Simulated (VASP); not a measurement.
Write the native input for VASP 6.6.1 that does the following.

* Task: single point
* Functional: PBE
* Potentials or basis: VASP PAW PBE potentials, release 64 (Ta_pv, N)
* Cutoff: 520 eV
* k mesh: 13 × 13 × 1
* Occupations: fermi-dirac, width 0.08 eV
* Spin: no spin polarisation
* Dipole correction: yes
* Further INCAR settings: ALGO = Normal; EDIFF = 1e-06; NBANDS = 15

The structure of TaN (TaN (100), 1 layers) lies in POSCAR:

```
TaN
1.0
    3.1233934579      0.0000000000      0.0000000000
    0.0000000000      3.1233934579      0.0000000000
    0.0000000000      0.0000000000     16.0000000000
Ta N
1 1
Direct
    0.2500000000      0.2500000000      0.5000000000
    0.7500000000      0.7500000000      0.5000000000
```

These files were run (other wordings do the same):

INCAR

```
  PREC = Accurate
  ENCUT = 520
  EDIFF = 1E-6
  ISMEAR = -1
  SIGMA = 0.08
  LREAL = F
  LASPH = T
  NELM = 100
  ALGO = Normal
  ISIF = 2
  LWAVE = F
  LCHARG = F
  LDIPOL = T
  IDIPOL = 3
  DIPOL = 0.5 0.5 0.500
  GGA = PE
  NBANDS = 15
```

KPOINTS

```
regular mesh
0
Gamma
  13 13 1
```

Potentials or basis: VASP PAW PBE potentials, release 64 (Ta_pv, N).

The run is started by

```console
$ cat potpaw_PBE.64/Ta_pv/POTCAR potpaw_PBE.64/N/POTCAR > POTCAR
$ mpirun -np 1 vasp_std > vasp.out
```

It gave:

The band gap on the k mesh is zero (band 8 reaches -2.35 eV, above the bottom of band 9 at -3.86 eV).

Caveat: spin-orbit coupling is left out, which moves the levels of the heavy elements.

Run time: 76 s on 1 thread of AMD EPYC 7R13 Processor (Zen 3), with other jobs on the host, peak memory 0.24 GiB.
